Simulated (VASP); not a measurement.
Set up this calculation in VASP 6.6.1, as the native input.

```yaml
Task: single point
Functional: PBE
Potentials_or_basis: VASP PAW PBE potentials, release 64 (Ti_sv)
Cutoff: 520 eV
k_mesh: 20 × 20 × 11
Occupations: fermi-dirac, width 0.1 eV
Spin: no spin polarisation
Dipole_correction: no
Further_INCAR_settings: ALGO = Normal; EDIFF = 1e-06; NBANDS = 19
```

The structure of Ti lies in POSCAR:

```
Ti
1.0
    2.8164691192      0.0000000000      0.0000000000
   -1.4082345596      2.4391338062      0.0000000000
    0.0000000000      0.0000000000      4.4617599413
Ti
2
Direct
    0.3333333333      0.6666666667      0.2500000000
    0.6666666667      0.3333333333      0.7500000000
```

This cell differs from its parent crystal: volume scaled by 0.88.

One way to write it, as run:

INCAR

```
PREC = Accurate
ENCUT = 520
EDIFF = 1E-6
ISMEAR = -1
SIGMA = 0.1
LREAL = F
LASPH = T
NELM = 100
ALGO = Normal
ISIF = 2
LWAVE = F
LCHARG = T
GGA = PE
LELF = T
LVHAR = T
NBANDS = 19
```

KPOINTS

```
Automatic mesh
0
Gamma
  20 20 11
```

Potentials or basis: VASP PAW PBE potentials, release 64 (Ti_sv).

The run is started by

```bash
$ cat potpaw_PBE.64/Ti_sv/POTCAR > POTCAR
$ mpirun -np 1 vasp_std > vasp.out
```

It gave:

- Pressure: 17.2 GPa
- Band gap on the k mesh: zero (band 12 reaches 10.62 eV, above the bottom of band 13 at 9.46 eV)

Run time: 7.5 min on 1 thread of AMD EPYC 7R13, on a shared host, peak memory 0.22 GiB.
